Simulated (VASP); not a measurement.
EuSiF:

```
Eu Si F
1.0
     4.07260    0.00000    0.00000
     0.00000    4.07260    0.00000
     0.00000    0.00000    3.79607
Eu Si F
1 1 1
Cartesian
  0.0000 0.0000 1.8980
  2.0363 2.0363 1.8980
  2.0363 2.0363 0.0000
```

The cell was generated, and may not be a known phase.

| Item | Value |
| --- | --- |
| Program | VASP 6.6.1 |
| Task | relaxation of cell and atoms |
| Functional | PBE |
| Potentials or basis | VASP PAW PBE potentials, release 64 (Eu, Si, F) |
| Cutoff | 600 eV |
| k mesh | 4 × 4 × 4 |
| Occupations | gaussian, width 0.1 eV |
| Spin | collinear spin, ferromagnetic start |
| Starting moments | [7.0, 0.0, 0.0] μB |

At the start: pressure 11.7 GPa; volume 20.99 Å³/atom.

Task: How do energy, volume and symmetry change on relaxing?

Result: Over 8 steps the energy falls by 183.2 meV/atom and the volume is 26.65 Å³/atom (+27.0 %); space group P4/mmm (No. 123, to 0.1 Å) before and after; moment 7.27 μB per cell.

Step by step:
```tsv
step	energy change (eV)	largest force (eV/Å)	pressure (GPa)	volume (Å³)
1	0.0000	0.0000	11.67	62.96
2	-0.5302	0.0000	0.65	77.90
3	-0.5357	0.0000	-0.54	80.94
4	-0.5364	0.0000	-0.28	80.18
5	-0.5363	0.0000	-0.10	79.81
6	-0.5443	0.0000	0.13	79.49
7	-0.5485	0.0000	0.40	79.05
8	-0.5496	0.0000	0.02	79.95
```

Final structure:
```cif
data_structure
_symmetry_space_group_name_H-M 'P 1'
_symmetry_Int_Tables_number 1
_cell_length_a 4.2867
_cell_length_b 4.2867
_cell_length_c 4.3511
_cell_angle_alpha 90.000
_cell_angle_beta 90.000
_cell_angle_gamma 90.000
_cell_volume 79.95
loop_
_atom_site_label
_atom_site_type_symbol
_atom_site_fract_x
_atom_site_fract_y
_atom_site_fract_z
_atom_site_occupancy
Eu1 Eu 0.00000 0.00000 0.50000 1
Si1 Si 0.50000 0.50000 0.50000 1
F1 F 0.50000 0.50000 0.00000 1
```

Caveat: the k points lie up to 0.37 Å⁻¹ apart in the final cell; the volume moved by over 15 % at a fixed basis, so the end points are rough; a cell with one magnetic atom can't hold antiferromagnetic order, which such compounds often take; semilocal functionals describe open f shells poorly, which spoils levels, moments and volumes.
